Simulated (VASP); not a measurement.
Here is a VASP 6.6.1 calculation.

File POSCAR:

```
Li
1.0
    0.0000000000      2.1889885399      2.1889885399
    2.1889885399      0.0000000000      2.1889885399
    2.1889885399      2.1889885399      0.0000000000
Li
1
Direct
    0.0000000000      0.0000000000      0.0000000000
```

The input INCAR.step1:

```
SYSTEM = Li
PREC = Accurate ; ENCUT = 720
EDIFF = 1E-5 ; ISMEAR = -1
SIGMA = 0.1 ; LREAL = .FALSE.
LASPH = .TRUE. ; NELM = 120
ALGO = Normal ; ISIF = 2
LWAVE = .TRUE. ; LCHARG = .FALSE.
NBANDS = 8 ; GGA = PE
GGA_COMPAT = .FALSE.
```

File INCAR.step2:

```
SYSTEM = Li
PREC = Accurate ; ENCUT = 720
EDIFF = 1E-6 ; ISMEAR = -1
SIGMA = 0.1 ; LREAL = .FALSE.
LASPH = .TRUE. ; NELM = 120
ALGO = Normal ; ISIF = 2
LWAVE = .FALSE. ; LCHARG = .FALSE.
METAGGA = R2SCAN ; LHFCALC = .TRUE.
AEXX = 0.25 ; LMIXTAU = .TRUE.
PRECFOCK = Normal ; NBANDS = 8
ISTART = 1 ; GGA_COMPAT = .FALSE.
```

Contents of KPOINTS:

```
Automatic mesh
0
G
  6 6 6
  0 0 0
```

Potentials or basis: VASP PAW PBE potentials, release 64 (Li_sv).

Run with:

```console
$ cat potpaw_PBE.64/Li_sv/POTCAR > POTCAR
$ cp INCAR.step1 INCAR
$ mpirun -np 1 vasp_std > vasp.out
$ cp INCAR.step2 INCAR
$ mpirun -np 1 vasp_std > vasp.out
```

(1) Predict the pressure.

Answers

(1) 0.0 GPa.

Caveat: the k points lie up to 0.41 Å⁻¹ apart; the PAW data sets were made with another functional, which shifts forces and pressure a little.
